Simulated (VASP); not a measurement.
**Ag: single point with PBEsol**

Ag, a slab with vacuum:

```
Ag
1.0
     2.86690    0.00000    0.00000
     0.00000    2.86690    0.00000
     0.00000    0.00000   23.08162
Ag
4
Direct
  0.50000 0.50000 0.36826
  0.00000 0.00000 0.45609
  0.50000 0.50000 0.54421
  0.00000 0.00000 0.63017
```

```json
{"Program": "VASP 6.6.1", "Task": "single point", "Functional": "PBEsol", "Potentials or basis": "VASP PAW PBE potentials, release 64 (Ag)", "Cutoff": "520 eV", "k mesh": "10 × 10 × 1", "Occupations": "gaussian, width 0.1 eV", "Spin": "no spin polarisation"}
```

The largest force is 0.148 eV/Å. The band gap on the k mesh is zero (band 22 reaches 2.58 eV, above the bottom of band 23 at -2.49 eV).

Forces on the atoms (eV/Å):
```
Ag   0.000  0.000  0.148
Ag   0.000  0.000 -0.138
Ag   0.000  0.000 -0.002
Ag   0.000  0.000 -0.008
```

Levels at points of the mesh, in eV from the Fermi level:
```tsv
k point	band 19	band 20	band 21	band 22	band 23	band 24	band 25	band 26
(0.00, 0.00, 0.00)	-3.11	-3.02	-2.94	-2.94	-2.79	-0.30	1.24	4.16
(0.50, 0.00, 0.00)	-3.10	-3.10	-0.56	-0.55	-0.01	0.01	2.89	2.90
(0.50, 0.50, 0.00)	-2.57	-2.55	2.28	2.28	4.32	4.32	6.83	6.83
```

It took 94 s on 1 thread of Intel(R) Xeon(R) 6975P-C (Granite Rapids) (shared host), peak memory 0.34 GiB.

Caveat: the PAW data sets were made with another functional, which shifts forces and pressure a little.
